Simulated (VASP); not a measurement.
WC: single point with PBEsol

Crystal: WC.

```
CELL_PARAMETERS angstrom
2.78248 0.00000 0.00000
-1.39124 2.51010 0.00000
0.00000 0.00000 2.82761
ATOMIC_POSITIONS crystal
W 0.00000 0.00000 0.00000
C 0.66667 0.33333 0.50000
```

This cell differs from its parent crystal: strain -0.0400 x Voigt [1, 0, 0, 0, 0, 0].

```json
{
 "Program": "VASP 6.6.1",
 "Task": "single point",
 "Functional": "PBEsol",
 "Potentials or basis": "VASP PAW PBE potentials, release 64 (W_sv, C)",
 "Cutoff": "520 eV",
 "k mesh": "24 × 24 × 22",
 "Occupations": "gaussian, width 0.15 eV",
 "Spin": "no spin polarisation",
 "Dipole correction": "no",
 "Further INCAR settings": "ALGO = Fast; EDIFF = 1e-06; NBANDS = 16"
}
```

| Property | Result |
| --- | --- |
| Pressure | 19.5 GPa |
| Largest force | 0.275 eV/Å |
| Band gap on the k mesh | zero (bands 9 and 10 overlap by 1.22 eV) |

Forces on the atoms (eV/Å):
```
W    0.000 -0.275  0.000
C    0.000  0.275  0.000
```

Stress tensor (GPa, compression positive):
```
36.66  0.00  0.00
 0.00 11.53  0.00
 0.00  0.00 10.18
```

Levels at points of the mesh, in eV from the Fermi level:
| k point | band 7 | band 8 | band 9 | band 10 | band 11 | band 12 |
| --- | --- | --- | --- | --- | --- | --- |
| (0.00, 0.00, 0.00) | -3.76 | -3.04 | -0.11 | 3.32 | 3.51 | 5.59 |
| (0.50, 0.00, 0.00) | -4.10 | -3.79 | -0.48 | 2.27 | 4.74 | 5.71 |
| (0.00, 0.50, 0.00) | -4.08 | -3.97 | -0.08 | 2.63 | 4.95 | 5.40 |
| (0.00, 0.00, 0.50) | -2.08 | -1.83 | -1.12 | -0.26 | 3.49 | 4.47 |
| (0.50, 0.00, 0.50) | -4.65 | -4.33 | 0.50 | 4.83 | 5.68 | 6.98 |
| (0.00, 0.50, 0.50) | -4.38 | -4.07 | 0.02 | 4.76 | 5.44 | 7.25 |

It took 12 min on 1 thread of Oxide Virtual Turin-like Processor, on a shared host, peak memory 0.61 GiB.

Caveat: the cell differs from its parent crystal (strain -0.0400 x Voigt [1, 0, 0, 0, 0, 0]); the stress differs along the axes, from 10 to 37 GPa; the PAW data sets were made with another functional, which shifts forces and pressure a little; spin-orbit coupling is left out, which moves the levels of the heavy elements.
